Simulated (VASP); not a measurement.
Set up this calculation in VASP 6.6.1, as the native input.

| Quantity | Value |
| --- | --- |
| Task | single point |
| Functional | LDA |
| Potentials or basis | VASP PAW LDA potentials, release 64 (Hg) |
| Cutoff | 520 eV |
| k mesh | 10 × 10 × 6 |
| Occupations | fermi-dirac, width 0.05 eV |
| Spin | no spin polarisation |
| Dipole correction | no |
| Further INCAR settings | ALGO = Normal; EDIFF = 1e-06; NBANDS = 19 |

The structure of Hg lies in POSCAR:

```
Hg
1.0
    3.4618100000      0.0000000000      0.0000000000
   -1.7309050000      2.9980150000      0.0000000000
    0.0000000000      0.0000000000      5.4875480000
Hg
2
Direct
    0.6666666667      0.3333333333      0.7500000000
    0.3333333333      0.6666666667      0.2500000000
```

One way to write it, as run:

INCAR

```
PREC = Accurate ; ENCUT = 520
EDIFF = 1E-6 ; ISMEAR = -1
SIGMA = 0.05 ; LREAL = F
LASPH = T ; NELM = 80
ALGO = Normal ; ISIF = 2
LWAVE = F ; LCHARG = T
LELF = T ; LVHAR = T
NBANDS = 19
```

KPOINTS

```
Automatic mesh
0
Gamma
  10 10 6
```

Potentials or basis: VASP PAW LDA potentials, release 64 (Hg).

The run is started by

```bash
$ cat potpaw_LDA.64/Hg/POTCAR > POTCAR
$ mpirun -np 1 vasp_std > vasp.out
```

Results of the run:

The pressure is -4.2 GPa and the band gap on the k mesh is zero (band 12 reaches 0.59 eV, above the bottom of band 13 at 0.34 eV).

Caveat: spin-orbit coupling is left out, which moves the levels of the heavy elements.

Run time: 34 s on 1 thread of Intel(R) Xeon(R) Platinum 8488C (Sapphire Rapids), with other jobs on the host, peak memory 0.18 GiB.
